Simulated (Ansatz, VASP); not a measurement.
W in VASP and in Ansatz

```xyz
1
Lattice="-1.5919 1.5919 1.5919 1.5919 -1.5919 1.5919 1.5919 1.5919 -1.5919" Properties=species:S:1:pos:R:3 pbc="T T T"
W     0.0000    0.0000    0.0000
```

Alike in both runs: functional PBE; k mesh 18 × 18 × 18; occupations gaussian, width 0.1 eV; no spin polarisation.

Ansatz relaxed the structure, and its values are those at the end. VASP's run is a single point on that final structure, the one shown.

|  | VASP | Ansatz |
| --- | --- | --- |
| version | VASP 6.6.1 | Ansatz 0.2.0 |
| potentials or method | VASP PAW PBE potentials, release 64 (W_sv), cutoff 500 eV | scalar-relativistic, plane waves, PAW |
| valence electrons in the cell | 14 | 14 |

VASP gave:

| Property | Result |
| --- | --- |
| gap on the k mesh at the Fermi level (eV) | none |
| pressure (GPa) | 0.4 |

Problem. Estimate Ansatz's values.

Solution. gap on the k mesh at the Fermi level (eV): none; pressure (GPa): 0.0.

A gap of «none» marks a metal or a gap that the smearing closes.

Neither program's run includes spin-orbit coupling.
